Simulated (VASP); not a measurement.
Runs of VASP 6.6.1 on TiC. The structure is that of space group Fm-3m (No. 225), or close to it. The cells are those of the table. 

```csv
task,cell,gap on the mesh (eV),pressure (GPa)
electric field gradients,"a = 3.040 Å, angles 60.0°, 2 atoms",none,-0.8
single point,"a = 3.101 Å, angles 60.0°, 2 atoms",none,-14.7
single point,"a = 3.040 Å, angles 60.0°, 2 atoms",none,-0.8
single point,"a = 3.050 Å, angles 60.0°, 2 atoms",none,(a)
```

Alike in all rows: level PBEsol; potentials or basis VASP PAW PBE potentials, release 64 (Ti_sv, C); no spin polarisation; k mesh 14 × 14 × 14; cutoff (eV) 520; smearing fermi-dirac 0.03 eV.

Estimate the missing entries.

(a) -3.4.

Caveats: the PAW data sets were made with another functional, which shifts forces and pressure a little; the cell stands under tension (at least some runs).

A gap of «none» marks levels without a gap at the run's occupations.
